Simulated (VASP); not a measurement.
# Al (Im-3m) in VASP: notebook

Al is run at these levels: PBE; tasks: single point.

Program: VASP 6.6.1. These are calculated values, not measurements. Logs are shortened: lines on timing, memory, paths and dates and some standing lists are left out, and cuts for length are marked.

### 1 The cell of the first run

It takes space group Im-3m (No. 229, cubic). Conventional cell: a = 3.146 Å, b = 3.146 Å, c = 3.146 Å, α = 90.00°, β = 90.00°, γ = 90.00°. Al (site symmetry m-3m) has 14 Al at 2.72 to 3.15 Å within 3.6 Å.

### 2 Single point, PBE (volume 15.574 Å^3 an atom, c/a of the conventional cell 1.0000)

The input, INCAR:

```
SYSTEM = Al
ALGO = Fast
EDIFF = 1E-6
ENCUT = 520
GGA = PE
ISIF = 2
ISMEAR = 0
LASPH = .TRUE.
LCHARG = .FALSE.
LREAL = .FALSE.
LWAVE = .FALSE.
NBANDS = 8
NELM = 80
PREC = Accurate
SIGMA = 0.15
```

The input, KPOINTS:

```
k-points
0
G
  22 22 22
  0 0 0
```

The input, POSCAR:

```
Al
1.0
   -1.5731859521      1.5731859521      1.5731859521
    1.5731859521     -1.5731859521      1.5731859521
    1.5731859521      1.5731859521     -1.5731859521
Al
1
Direct
    0.0000000000      0.0000000000      0.0000000000
```

Potentials or basis: VASP PAW PBE potentials, release 64 (Al).

Run with:

```bash
$ cat potpaw_PBE.64/Al/POTCAR > POTCAR
$ mpirun -np 1 vasp_std > vasp.out
```

OUTCAR:

```text
SYSTEM = Al
   EDIFF = 1E-6
   ENCUT = 520
   GGA = PE
   ISIF = 2
   ISMEAR = 0
   LASPH = .TRUE.
   LREAL = .FALSE.
   NELM = 80
   PREC = Accurate

 ion  position               nearest neighbor table
   1  0.000  0.000  0.000-

  LATTYP: Found a body centered cubic cell.
 ALAT       =     3.1463719042

  Lattice vectors:

 A1 = (  -1.5731859521,   1.5731859521,   1.5731859521)
 A2 = (   1.5731859521,  -1.5731859521,   1.5731859521)
 A3 = (   1.5731859521,   1.5731859521,  -1.5731859521)

Analysis of symmetry for initial positions (statically):
=====================================================================
 Subroutine PRICEL returns:
 Original cell was already a primitive cell.

 Routine SETGRP: Setting up the symmetry group for a
 body centered cubic supercell.

 Subroutine GETGRP returns: Found 48 space group operations
 (whereof 48 operations were pure point group operations)
 out of a pool of 48 trial point group operations.

The static configuration has the point symmetry O_h .

Analysis of symmetry for dynamics (positions and initial velocities):
=====================================================================
 Subroutine PRICEL returns:
 Original cell was already a primitive cell.

 Routine SETGRP: Setting up the symmetry group for a
 body centered cubic supercell.

 Subroutine GETGRP returns: Found 48 space group operations
 (whereof 48 operations were pure point group operations)
 out of a pool of 48 trial point group operations.

The dynamic configuration has the point symmetry O_h .

 Subroutine INISYM returns: Found 48 space group operations
 (whereof 48 operations are pure point group operations),
 and found     1 'primitive' translations

----------------------------------------------------------------------------------------

                                     Primitive cell

  volume of cell :      15.5740

  direct lattice vectors                    reciprocal lattice vectors
    -1.573185952  1.573185952  1.573185952     0.000000000  0.317826382  0.317826382
     1.573185952 -1.573185952  1.573185952     0.317826382  0.000000000  0.317826382
     1.573185952  1.573185952 -1.573185952     0.317826382  0.317826382  0.000000000

  length of vectors
     2.724837999  2.724837999  2.724837999     0.449474380  0.449474380  0.449474380

  position of ions in fractional coordinates (direct lattice)
     0.000000000  0.000000000  0.000000000

  ion indices of the primitive-cell ions
   primitive index   ion index
                 1           1
[... 70 lines left out ...]
   ENCUT  =  520.0 eV  38.22 Ry    6.18 a.u.   5.07  5.07  5.07*2*pi/ulx,y,z
   NELM   =     80;   NELMIN=  2; NELMDL= -5     # of ELM steps
   EDIFF  = 0.1E-05   stopping-criterion for ELM
   LREAL  =      F    real-space projection
   EDIFFG = 0.1E-04   stopping-criterion for IOM
   NSW    =      0    number of steps for IOM
   IBRION =     -1    ionic relax: 0-MD 1-quasi-New 2-CG
   NFREE  =      0    steps in history (QN), initial steepest desc. (CG)
   ISIF   =      2    stress and relaxation
   ISYM   =      2    0-nonsym 1-usesym 2-fastsym
   POTIM  = 0.5000    time-step for ionic-motion
   TEBEG  =    0.0;   TEEND  =   0.0 temperature during run
   PSTRESS=    0.0 pullay stress
   NELECT =       3.0000    total number of electrons
   NUPDOWN=      -1.0000    fix difference up-down
   EMIN   =  10.00;   EMAX   =-10.00  energy-range for DOS
   EFERMI =   0.00;   METHOD = LEGACY
   ISMEAR =     0;   SIGMA  =   0.15  broadening in eV -4-tet -1-fermi 0-gaus
   EFERMI_NEDOS =   21; number of points for ismear=-14 and -15
   IALGO  =     68    algorithm
   IMIX   =      4    mixing-type and parameters
     AMIX     =   0.40;   BMIX     =  1.00
     AMIX_MAG =   1.60;   BMIX_MAG =  1.00
  volume/ion in A,a.u.               =      15.57       105.10
  Fermi-wavevector in a.u.,A,eV,Ry     =   0.945472  1.786682 12.162475  0.893917
  Thomas-Fermi vector in A             =   2.073376
   LORBIT       =      0    0 simple, 1 ext, 2 COOP (PROOUT), +10 PAW based schemes
   GGA     = PE    functional components
   LHFCALC =     F    Hartree Fock is set to
   AEXX    =    0.0000 exact exchange contribution
   IVDW    =     0    specifies the selected vdW correction
   LEPSILON=     F    determine dielectric tensor
   LRPA    =     F    only Hartree local field effects (RPA)
 non-spin polarized calculation
 RMM-DIIS sequential band-by-band and
 Gauss-broadening in eV      SIGMA  =   0.15
  energy-cutoff  :      520.00
  volume of cell :       15.57
 maximum number of plane-waves:       431
   NGX = 11   NGY = 11   NGZ = 11

 number of electron       3.0000000 magnetization

 Free energy of the ion-electron system (eV)
  ---------------------------------------------------
  ext. energy  EPLUGINS =         0.00000000
  ---------------------------------------------------
  free energy    TOTEN  =        -3.62662867 eV

  energy without entropy =       -3.62231203  energy(sigma->0) =       -3.62447035

 E-fermi :   8.6473     XC(G=0): -10.4124

 val. band max:        8.6199449988   @ k =  -0.4091   0.4091   0.2273
 cond. band min:       8.6793283307   @ k =   0.2727   0.1364   0.0909
 fundamental gap:      0.0593833319
 Fermi energy:         8.6472581443

 k-point     1 :       0.0000    0.0000    0.0000
  band No.  band energies     occupation
      1      -2.9187      2.00000
      2      22.2468      0.00000
      3      22.2468      0.00000
      4      22.2468      0.00000
      5      24.1958      0.00000
      6      24.1958      0.00000
      7      24.1958      0.00000
      8      25.3952      0.00000
[... 243 lines left out ...]
 k-point    24 :       0.1364    0.0909    0.0000
  band No.  band energies     occupation
      1      -1.7493      2.00000
      2      16.0258      0.00000
      3      17.2442      0.00000
      4      19.5271      0.00000
      5      22.5982      0.00000
      6      23.4484      0.00000
      7      25.5545      0.00000
      8      26.8844      0.00000

 [... further k-points ...]
[... 5 lines left out ...]
  --------------------------------------------------------------------------------------
  -------------------------------------------------------------------------------------
  Total        0.6678772      0.6678772      0.6678772      0.0000000      0.0000000     -0.0000000
  in kB       68.7079559     68.7079559     68.7079559      0.0000000      0.0000000     -0.0000000
  external PRESSURE =      68.7079559 kB  Pullay stress =       0.0000000 kB

 VOLUME and BASIS-vectors are now :
 -----------------------------------------------------------------------------
  energy-cutoff  :      520.00
  volume of cell :       15.57
      direct lattice vectors                 reciprocal lattice vectors
    -1.573185952  1.573185952  1.573185952     0.000000000  0.317826382  0.317826382
     1.573185952 -1.573185952  1.573185952     0.317826382  0.000000000  0.317826382
     1.573185952  1.573185952 -1.573185952     0.317826382  0.317826382  0.000000000

 POSITION                                       TOTAL-FORCE (eV/Angst)
 -----------------------------------------------------------------------------------
      0.00000      0.00000      0.00000         0.000000      0.000000     -0.000000
 -----------------------------------------------------------------------------------
    total drift:                                0.000000      0.000000      0.000000

  FREE ENERGIE OF THE ION-ELECTRON SYSTEM (eV)
  ---------------------------------------------------
  free  energy   TOTEN  =        -3.6266286679 eV

  energy  without entropy=       -3.6223120300  energy(sigma->0) =       -3.62447035
```

OSZICAR:

```text
N       E                     dE             d eps       ncg     rms          rms(c)
DAV:   1    -0.219991677308E+01   -0.21999E+01   -0.89918E+02  5272   0.208E+02
DAV:   2    -0.364622896288E+01   -0.14463E+01   -0.13858E+01  7280   0.189E+01
DAV:   3    -0.365277171264E+01   -0.65427E-02   -0.65388E-02  6384   0.143E+00
DAV:   4    -0.365278785941E+01   -0.16147E-04   -0.16147E-04  7832   0.666E-02
DAV:   5    -0.365278792238E+01   -0.62975E-07   -0.62723E-07  6472   0.250E-03    0.135E+00
RMM:   6    -0.363735577581E+01    0.15432E-01   -0.11140E-03  5248   0.182E-01    0.787E-01
RMM:   7    -0.362660801766E+01    0.10748E-01   -0.35901E-03  6215   0.312E-01    0.124E-01
RMM:   8    -0.362662518365E+01   -0.17166E-04   -0.18431E-04  5770   0.846E-02    0.203E-02
RMM:   9    -0.362662776089E+01   -0.25772E-05   -0.23909E-05  5915   0.304E-02    0.138E-02
RMM:  10    -0.362662866794E+01   -0.90704E-06   -0.43375E-06  5940   0.132E-02
   1 F= -.36266287E+01 E0= -.36244703E+01  d E =-.431664E-02
```

Run time: 13 s. Hardware: 1 thread of Intel Xeon Platinum 8488C (Sapphire Rapids), shared host; peak memory 0.14 GiB.

What came out:

| Quantity | Value |
| --- | --- |
| Free energy | -3.6266 eV |
| Pressure | 6.9 GPa |

Levels at points of the mesh, in eV from the Fermi level:
| k point | band 1 | band 2 | band 3 | band 4 | band 5 | band 6 |
| --- | --- | --- | --- | --- | --- | --- |
| (0.00, 0.00, 0.00) | -11.57 | 13.60 | 13.60 | 13.60 | 15.55 | 15.55 |
| (0.50, 0.00, 0.00) | -4.57 | -3.95 | 8.38 | 8.59 | 10.36 | 11.90 |
| (0.50, 0.50, 0.50) | 1.94 | 1.94 | 1.94 | 2.87 | 2.87 | 6.27 |

### 3 Single point, PBE (volume 16.025 Å^3 an atom, c/a of the conventional cell 1.0000)

The input, INCAR:

```
ALGO = Normal
EDIFF = 1E-7
ENCUT = 520
GGA = PE
ISIF = 2
ISMEAR = 0
LASPH = True
LCHARG = False
LREAL = False
LWAVE = False
NBANDS = 8
NELM = 60
PREC = Accurate
SIGMA = 0.15
```

The input, KPOINTS:

```
k-points
0
Gamma
  22 22 22
```

The input, POSCAR:

```
Al
1.0
   -1.5882273931      1.5882273931      1.5882273931
    1.5882273931     -1.5882273931      1.5882273931
    1.5882273931      1.5882273931     -1.5882273931
Al
1
Direct
    0.0000000000      0.0000000000      0.0000000000
```

Potentials or basis: VASP PAW PBE potentials, release 64 (Al).

Run with:

```bash
$ cat potpaw_PBE.64/Al/POTCAR > POTCAR
$ mpirun -np 1 vasp_std > vasp.out
```

Wall time 15 s (1 thread of Intel Xeon Platinum 8488C (Sapphire Rapids), shared host); peak memory 0.14 GiB.

Results (log left out):

* Free energy: -3.6422 eV
* Pressure: 4.2 GPa

Levels at points of the mesh, in eV from the Fermi level:
| k point | band 1 | band 2 | band 3 | band 4 |
| --- | --- | --- | --- | --- |
| (0.00, 0.00, 0.00) | -11.36 | 13.43 | 13.43 | 13.43 |
| (0.50, 0.00, 0.00) | -4.45 | -3.92 | 8.32 | 8.37 |
| (0.50, 0.50, 0.50) | 1.89 | 1.89 | 1.89 | 2.92 |
